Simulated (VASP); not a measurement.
Here is a VASP 6.6.1 calculation.

File INCAR:

```
PREC     = Accurate       # precision mode
ENCUT    = 520            # plane-wave cutoff, eV
EDIFF    = 1E-7           # SCF threshold, eV
ISMEAR   = 0              # smearing method
SIGMA    = 0.05           # smearing width, eV
LREAL    = False          # projectors in reciprocal space
LASPH    = True           # aspherical terms in the spheres
NELM     = 80             # most SCF steps
ALGO     = Normal         # electronic algorithm
ISIF     = 2              # what is computed and relaxed
LWAVE    = False          # write WAVECAR
LCHARG   = True           # write CHGCAR
GGA      = PS             # functional
LELF     = True           # ELF
LVHAR    = True         
NBANDS   = 31             # bands
```

Contents of KPOINTS:

```
Automatic mesh
0
Gamma
  12 12 12
```

POSCAR

```
C
1.0
    1.2784500000      0.7381134516      9.4909333333
   -1.2784500000      0.7381134516      9.4909333333
    0.0000000000     -1.4762269033      9.4909333333
C
10
Direct
    0.0248220069      0.0248220069      0.0248220069
    0.9751779931      0.9751779931      0.9751779931
    0.1086877374      0.1086877374      0.1086877374
    0.8913122626      0.8913122626      0.8913122626
    0.1583652898      0.1583652898      0.1583652898
    0.8416347102      0.8416347102      0.8416347102
    0.3748635523      0.3748635523      0.3748635523
    0.6251364477      0.6251364477      0.6251364477
    0.4253181912      0.4253181912      0.4253181912
    0.5746818088      0.5746818088      0.5746818088
```

Potentials or basis: VASP PAW PBE potentials, release 64 (C).

Launch:

```sh
$ cat potpaw_PBE.64/C/POTCAR > POTCAR
$ mpirun -np 1 vasp_std > vasp.out
```

**Question.** What does it give for the largest force?

**Answer.** 1.565 eV/Å.

**Question.** Predict the band gap on the k mesh.

**Answer.** 3.04 eV (least direct gap 4.12 eV).

**Question.** Predict the pressure.

**Answer.** 30.3 GPa.

Stress tensor (GPa, compression positive):
```
-20.80   0.00   0.00
  0.00 -20.80   0.00
  0.00   0.00 132.44
```

Caveat: the stress differs along the axes, from -21 to 132 GPa; the PAW data sets were made with another functional, which shifts forces and pressure a little. A k mesh can miss the band edges.
